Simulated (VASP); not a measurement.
# Yb (Fm-3m) in VASP: notebook, part 2 of 2

VASP 6.6.1.

**3. Single point, PBE+U, collinear spin, ferromagnetic start**

Contents of INCAR:

```
PREC = Accurate
ENCUT = 520
EDIFF = 1E-6
ISMEAR = -1
SIGMA = 0.1
LREAL = False
LASPH = True
NELM = 150
ALGO = Normal
ISIF = 2
LWAVE = False
LCHARG = False
ISPIN = 2
MAGMOM = 1
LORBIT = 11
NUPDOWN = 1.0
LMAXMIX = 6
LDAU = True
LDAUTYPE = 2
LDAUL = 3
LDAUU = 5.2
LDAUJ = 0
LDAUPRINT = 1
GGA = PE
NBANDS = 22
```

Contents of KPOINTS:

```
regular mesh
0
Gamma
  10 10 10
```

Contents of POSCAR:

```
Yb
1.0
    0.0000000000      2.7431000000      2.7431000000
    2.7431000000      0.0000000000      2.7431000000
    2.7431000000      2.7431000000      0.0000000000
Yb
1
Direct
    0.0000000000      0.0000000000      0.0000000000
```

Potentials or basis: VASP PAW PBE potentials, release 64 (Yb).

Command:

```bash
> cat potpaw_PBE.64/Yb/POTCAR > POTCAR
> mpirun -np 1 vasp_std > vasp.out
```

OUTCAR:

```text
PREC = Accurate
   ENCUT = 520
   EDIFF = 1E-6
   ISMEAR = -1
   LREAL = False
   LASPH = True
   NELM = 150
   ISIF = 2
   ISPIN = 2
   LORBIT = 11
   NUPDOWN = 1.0
   GGA = PE

 ion  position               nearest neighbor table
   1  0.000  0.000  0.000-

  LATTYP: Found a face centered cubic cell.
 ALAT       =     5.4862000000

  Lattice vectors:

 A1 = (   0.0000000000,   2.7431000000,   2.7431000000)
 A2 = (   2.7431000000,   0.0000000000,   2.7431000000)
 A3 = (   2.7431000000,   2.7431000000,   0.0000000000)

Analysis of symmetry for initial positions (statically):
=====================================================================
 Subroutine PRICEL returns:
 Original cell was already a primitive cell.

 Routine SETGRP: Setting up the symmetry group for a
 face centered cubic supercell.

 Subroutine GETGRP returns: Found 48 space group operations
 (whereof 48 operations were pure point group operations)
 out of a pool of 48 trial point group operations.

The static configuration has the point symmetry O_h .

Analysis of symmetry for dynamics (positions and initial velocities):
[... 221 lines left out ...]
 Fermi energy:         1.4598471761

 spin component 1

 k-point     1 :       0.0000    0.0000    0.0000
  band No.  band energies     occupation
      1     -49.8974      1.00000
      2     -22.3370      1.00000
      3     -22.3370      1.00000
      4     -22.3370      1.00000
      5      -4.0620      1.00000
      6      -0.4364      1.00000
[... 1193 lines left out ...]
     21      13.6115      0.00000
     22      15.6706      0.00000

 [... further k-points ...]

------------------------ aborting loop because EDIFF is reached ----------------------------------------

  FORCE on cell =-STRESS in cart. coord.  units (eV):
  Direction    XX          YY          ZZ          XY          YZ          ZX
  --------------------------------------------------------------------------------------
  -------------------------------------------------------------------------------------
  Total       -0.0492482     -0.0492482     -0.0492482      0.0000000      0.0000000      0.0000000
  in kB       -1.9113739     -1.9113739     -1.9113739      0.0000000      0.0000000      0.0000000
  external PRESSURE =      -1.9113739 kB  Pullay stress =       0.0000000 kB

 VOLUME and BASIS-vectors are now :
 -----------------------------------------------------------------------------
  energy-cutoff  :      520.00
  volume of cell :       41.28
      direct lattice vectors                 reciprocal lattice vectors
     0.000000000  2.743100000  2.743100000    -0.182275528  0.182275528  0.182275528
     2.743100000  0.000000000  2.743100000     0.182275528 -0.182275528  0.182275528
     2.743100000  2.743100000  0.000000000     0.182275528  0.182275528 -0.182275528

 POSITION                                       TOTAL-FORCE (eV/Angst)
 -----------------------------------------------------------------------------------
      0.00000      0.00000      0.00000        -0.000000     -0.000000      0.000000
 -----------------------------------------------------------------------------------
    total drift:                               -0.000000     -0.000000      0.000000

  FREE ENERGIE OF THE ION-ELECTRON SYSTEM (eV)
  ---------------------------------------------------
  free  energy   TOTEN  =        -2.5782917776 eV

  energy  without entropy=       -2.5196421858  energy(sigma->0) =       -2.54896698

 total charge

# of ion       s       p       d       f       tot
--------------------------------------------------
    1        2.178   6.012   0.207  13.785  22.182

 magnetization (x)

# of ion       s       p       d       f       tot
--------------------------------------------------
    1        0.029   0.075   0.159   0.031   0.294
```

It took 4.6 min on 1 thread of Intel Xeon 8259CL, shared host; peak memory 0.24 GiB.

What came out:

```
Free energy                                           : -2.5783 eV
Pressure                                              : -0.2 GPa
Net moment                                            : 1.00 μB per cell
Site moments                                          : Yb +0.29 μB
Valence electrons inside the program's atomic spheres : Yb 22.18
```

Eigenvalues of the final occupation matrices:
```csv
site,spin,trace,eigenvalues
site 1 f,1,6.91,0.98 0.99 0.99 0.99 0.99 0.99 0.99
site 1 f,2,6.88,0.98 0.98 0.98 0.98 0.98 0.98 0.98
```

Caveat: spin-orbit coupling is left out, which moves the levels of the heavy elements; the total moment is fixed, so each spin has its own Fermi level and the state may be an excited one. The state reached can hang on the start; a lower one may exist.

**4. Single point, PBE+U, collinear spin**

Contents of INCAR:

```
SYSTEM = Yb
  ALGO = Normal
  EDIFF = 1E-7
  ENCUT = 520
  GGA = PE
  ISIF = 2
  ISMEAR = -1
  ISPIN = 2
  LASPH = .True.
  LCHARG = .False.
  LDAU = .True.
  LDAUJ = 0
  LDAUL = 3
  LDAUPRINT = 1
  LDAUTYPE = 2
  LDAUU = 5.2
  LMAXMIX = 6
  LORBIT = 11
  LREAL = .False.
  LWAVE = .False.
  MAGMOM = 0.13
  NBANDS = 22
  NELM = 150
  NUPDOWN = 0.13
  PREC = Accurate
  SIGMA = 0.1
```

Contents of KPOINTS:

```
k-points
0
Gamma
  10 10 10
  0 0 0
```

POSCAR is that of step 3.

Command:

```bash
> cat potpaw_PBE.64/Yb/POTCAR > POTCAR
> mpirun -np 1 vasp_std > vasp.out
```

It took 3.3 min on 1 thread of Intel Xeon 8259CL, shared host; peak memory 0.24 GiB.

The run converged. Its results:

```
Free energy                                           : -2.8895 eV
Pressure                                              : -0.4 GPa
Net moment                                            : 0.13 μB per cell
Site moments                                          : Yb +0.03 μB
Valence electrons inside the program's atomic spheres : Yb 22.19
```

Eigenvalues of the final occupation matrices:
```
    site  spin  trace                         eigenvalues
site 1 f     1   6.91  0.98 0.99 0.99 0.99 0.99 0.99 0.99
site 1 f     2   6.91  0.98 0.99 0.99 0.99 0.99 0.99 0.99
```

Caveat: spin-orbit coupling is left out, which moves the levels of the heavy elements; the total moment is fixed, so each spin has its own Fermi level and the state may be an excited one.

**5. Single point, PBE+U, collinear spin, ferromagnetic start**

Contents of INCAR:

```
ALGO     = Normal         # electronic algorithm
EDIFF    = 1E-7           # SCF threshold, eV
ENCUT    = 520            # plane-wave cutoff, eV
GGA      = PE             # functional
ISIF     = 2              # what is computed and relaxed
ISMEAR   = -1             # smearing method
ISPIN    = 2              # spin polarisation
LASPH    = True           # aspherical terms in the spheres
LCHARG   = False          # write CHGCAR
LDAU     = True           # DFT+U
LDAUJ    = 0            
LDAUL    = 3              # shell
LDAUPRINT= 1            
LDAUTYPE = 2            
LDAUU    = 5.2            # U, eV
LMAXMIX  = 6              # l up to which the mixer works
LORBIT   = 11             # projections on sites
LREAL    = False          # projectors in reciprocal space
LWAVE    = False          # write WAVECAR
MAGMOM   = 0.38           # initial moments
NBANDS   = 22             # bands
NELM     = 150            # most SCF steps
NUPDOWN  = 0.38           # fixed moment
PREC     = Accurate       # precision mode
SIGMA    = 0.1            # smearing width, eV
```

Contents of KPOINTS:

```
k-points
0
Gamma
  10 10 10
```

POSCAR is that of step 4.

Command:

```bash
> cat potpaw_PBE.64/Yb/POTCAR > POTCAR
> mpirun -np 1 vasp_std > vasp.out
```

Run time: 4.8 min. Hardware: 1 thread of Intel Xeon 8259CL, shared host; peak memory 0.25 GiB.

Results (log left out):

| Quantity | Value |
| --- | --- |
| Free energy | -2.8464 eV |
| Pressure | -0.2 GPa |
| Net moment | 0.38 μB per cell |
| Site moments | Yb +0.10 μB |
| Valence electrons inside the program's atomic spheres | Yb 22.19 |

Eigenvalues of the final occupation matrices:
```tsv
site	spin	trace	eigenvalues
site 1 f	1	6.91	0.98 0.99 0.99 0.99 0.99 0.99 0.99
site 1 f	2	6.91	0.98 0.99 0.99 0.99 0.99 0.99 0.99
```

Caveat: spin-orbit coupling is left out, which moves the levels of the heavy elements; the total moment is fixed, so each spin has its own Fermi level and the state may be an excited one. The state reached can hang on the start; a lower one may exist.

**6. Single point, PBE+U, collinear spin, ferromagnetic start**

Contents of INCAR:

```
SYSTEM = Yb
  PREC = Accurate
  ENCUT = 520
  EDIFF = 1E-6
  ISMEAR = -1
  SIGMA = 0.1
  LREAL = .False.
  LASPH = .True.
  NELM = 150
  ALGO = Normal
  ISIF = 2
  LWAVE = .False.
  LCHARG = .False.
  ISPIN = 2
  MAGMOM = 0.63
  LORBIT = 11
  NUPDOWN = 0.63
  LMAXMIX = 6
  LDAU = .True.
  LDAUTYPE = 2
  LDAUL = 3
  LDAUU = 5.2
  LDAUJ = 0
  LDAUPRINT = 1
  GGA = PE
  NBANDS = 22
```

Contents of KPOINTS:

```
Automatic mesh
0
Gamma
  10 10 10
  0 0 0
```

POSCAR is that of step 5.

Potentials or basis: VASP PAW PBE potentials, release 64 (Yb).

Command:

```bash
> cat potpaw_PBE.64/Yb/POTCAR > POTCAR
> mpirun -np 1 vasp_std > vasp.out
```

Wall time 5.4 min (1 thread of Intel Xeon 8259CL, shared host); peak memory 0.24 GiB.

It converged, with:

```
Free energy                                           : -2.7633 eV
Pressure                                              : -0.4 GPa
Net moment                                            : 0.63 μB per cell
Site moments                                          : Yb +0.17 μB
Valence electrons inside the program's atomic spheres : Yb 22.19
```

Eigenvalues of the final occupation matrices:
```csv
site,spin,trace,eigenvalues
site 1 f,1,6.91,0.98 0.99 0.99 0.99 0.99 0.99 0.99
site 1 f,2,6.91,0.98 0.99 0.99 0.99 0.99 0.99 0.99
```

Caveat: spin-orbit coupling is left out, which moves the levels of the heavy elements; the total moment is fixed, so each spin has its own Fermi level and the state may be an excited one. The state reached can hang on the start; a lower one may exist.

**7. Overview**

| spin | fixed moment (μB) | pressure (GPa) | moment (μB) |
| --- | --- | --- | --- |
| collinear, ferromagnetic start | 0.75 | -0.1 | 0.75 |
| collinear, ferromagnetic start | 1.0 | -0.2 | 1.00 |
| collinear | 0.13 | -0.4 | 0.13 |
| collinear, ferromagnetic start | 0.38 | -0.2 | 0.38 |
| collinear, ferromagnetic start | 0.63 | -0.4 | 0.63 |

Alike in all rows: task single point; level PBE+U; potentials or basis VASP PAW PBE potentials, release 64 (Yb); Yb f U = 5.2 eV; cell as given; k mesh 10 × 10 × 10; cutoff (eV) 520; smearing fermi-dirac 0.1 eV.

Caveats: spin-orbit coupling is left out, which moves the levels of the heavy elements; the total moment is fixed, so each spin has its own Fermi level and the state may be an excited one.

Absolute energies hang on the potentials; compare differences alone.
